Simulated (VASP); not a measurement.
Crystal: MnO2.

```
Mn O
1.0
     2.85658    0.00000    0.00000
    -1.42829    2.47387    0.00000
     0.00000    0.00000    4.78543
Mn O
1 2
Direct
  0.00000 0.00000 0.50000
  0.33333 0.66667 0.70629
  0.66667 0.33333 0.29371
```

* Program: VASP 6.6.1
* Task: relaxation of the atoms
* Functional: PBEsol
* Potentials or basis: VASP PAW PBE potentials, release 64 (Mn_pv, O)
* Cutoff: 520 eV
* k mesh: 9 × 9 × 5
* Occupations: fermi-dirac, width 0.05 eV
* Spin: collinear spin, ferromagnetic start
* Starting moments: [4.0, 0.0, 0.0] μB

At the start: pressure -6.4 GPa; volume 11.27 Å³/atom.

Question: How do energy, volume and symmetry change on relaxing?

Answer: Over 3 steps the energy falls by 10.8 meV/atom at a fixed cell; space group P-3m1 (No. 164, to 0.1 Å) before and after; moment 3.00 μB per cell.

Step by step:
| step | energy change (eV) | largest force (eV/Å) | pressure (GPa) |
| --- | --- | --- | --- |
| 1 | 0.0000 | 0.7766 | -6.39 |
| 2 | -0.0321 | 0.0724 | -1.43 |
| 3 | -0.0324 | 0.0013 | -0.98 |

Final structure:
```yaml
crystal:
  lattice:
    - [2.85658, 0.00000, 0.00000]
    - [-1.42829, 2.47387, 0.00000]
    - [0.00000, 0.00000, 4.78543]
  atoms:
    - { symbol: Mn, position: [0.00000, 0.00000, 0.50000] }
    - { symbol: O, position: [0.33333, 0.66667, 0.69769] }
    - { symbol: O, position: [0.66667, 0.33333, 0.30231] }
```

Caveat: the PAW data sets were made with another functional, which shifts forces and pressure a little; a cell with one magnetic atom can't hold antiferromagnetic order, which such compounds often take.
